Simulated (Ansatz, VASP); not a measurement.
# BeIr2 in VASP and in Ansatz

INCAR

```
SYSTEM = BeIr2
  PREC = Accurate
  ENCUT = 600
  EDIFF = 1E-6
  ISMEAR = 0
  SIGMA = 0.1
  LREAL = .FALSE.
  LASPH = .TRUE.
  NELM = 100
  ALGO = Normal
  ISIF = 3
  LWAVE = .FALSE.
  LCHARG = .FALSE.
  GGA = PE
  IBRION = 2
  NSW = 90
  EDIFFG = -0.04
```

Contents of KPOINTS:

```
regular mesh
0
G
  4 4 6
  0 0 0
```

File POSCAR:

```
BeIr2
1.0
    4.0729630385      0.0000000000      0.0000000000
    0.0000000000      4.9710199565      0.0000000000
    0.0000000000      0.0000000000      3.1032448440
Be Ir
2 4
Direct
    0.0000000000      0.0000000000      0.0000000000
    0.5000000000      0.5000000000      0.5000000000
    0.2004000000      0.3787000000      0.0000000000
    0.7996000000      0.6213000000      0.0000000000
    0.7004000000      0.1213000000      0.5000000000
    0.2996000000      0.8787000000      0.5000000000
```

Input for Ansatz:

```yaml
crystal:
  lattice:
    - [4.0729630385, 0.0, 0.0]
    - [0.0, 4.9710199565, 0.0]
    - [0.0, 0.0, 3.103244844]
  atoms:
    - { symbol: Be, position: [0.0, 0.0, 0.0] }
    - { symbol: Be, position: [0.5, 0.5, 0.5] }
    - { symbol: Ir, position: [0.2004, 0.3787, 0.0] }
    - { symbol: Ir, position: [0.7996, 0.6213, 0.0] }
    - { symbol: Ir, position: [0.7004, 0.1213, 0.5] }
    - { symbol: Ir, position: [0.2996, 0.8787, 0.5] }
basis:
  ecutwfc: 420
kpoints:
  mp_grid: { grid: [4, 4, 6] }
hamiltonian:
  xc: pbe
scf:
  occupations: { method: gaussian, width: 0.1 }
  lower_state_search: "off"
output:
  forces: true
  stress: true
  eigenvalues: true
relax:
  adjacent_minimum: "off"
  f_tol: 0.04
  max_steps: 70
  cell: { stress_tol: 0.4 }
```

Alike in both runs: task relaxation of cell and atoms; functional PBE; k mesh 4 × 4 × 6; occupations gaussian, width 0.1 eV; no spin polarisation.

|  | VASP | Ansatz |
| --- | --- | --- |
| version | VASP 6.6.1 | Ansatz 0.2.0 |
| potentials or method | VASP PAW PBE potentials, release 64 (Be, Ir), cutoff 600 eV | scalar-relativistic, plane waves, PAW |
| valence electrons in the cell | 40 | 72 |

|  | VASP | Ansatz | Ansatz less VASP |
| --- | --- | --- | --- |
| gap on the k mesh at the Fermi level, each at its own relaxed structure (eV) | none | none | - |
| relaxed volume (Å³/atom) | 13.31 | 13.27 | -0.038 |
| relaxed length of the cell vector where the two differ most in proportion (Å) | 3.796 | 3.786 | -0.0099 |

A gap of «none» marks a metal or a gap that the smearing closes. VASP's potentials hold 40 valence electrons a cell and Ansatz's 72, so a difference there can come from the potentials and not from the codes.

The k mesh is coarse, so the values compare programs but aren't converged. Neither program's run includes spin-orbit coupling. Noted on VASP's run: the volume moved by over 15 % at a fixed basis, so the end points are rough; too few bands were computed for a metal, which touches its energy and stress.
